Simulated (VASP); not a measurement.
**K: single point with PBE**

The system is K.

```
K
1.0
    -4.08435    4.08435    4.08435
     4.08435   -4.08435    4.08435
     4.08435    4.08435   -4.08435
K
3
Cartesian
  4.0844 0.0000 0.0000
  0.0000 4.0844 0.0000
  0.0000 0.0000 4.0844
```

```
Program                : VASP 6.6.1
Task                   : single point
Functional             : PBE
Potentials or basis    : VASP PAW PBE potentials, release 64 (K_sv)
Cutoff                 : 520 eV
k mesh                 : 4 × 4 × 4
Occupations            : gaussian, width 0.1 eV
Spin                   : no spin polarisation
Dipole correction      : no
Further INCAR settings : ALGO = Normal; EDIFF = 1e-06; NBANDS = 20
```

```yaml
Pressure: 0.1 GPa
```

Levels at points of the mesh, in eV from the Fermi level:
```csv
k point,band 10,band 11,band 12,band 13,band 14,band 15,band 16,band 17
"(0.00, 0.00, 0.00)",-15.91,-15.91,-15.91,-1.96,1.42,1.42,1.42,2.36
"(0.50, 0.00, 0.00)",-15.94,-15.94,-15.91,-0.89,-0.59,1.13,1.19,1.47
"(0.50, 0.50, 0.50)",-15.91,-15.91,-15.91,0.08,0.08,0.45,0.45,0.45
```

It took 100 s on 1 thread of Oxide Virtual Turin-like Processor, on a shared host, peak memory 0.36 GiB.
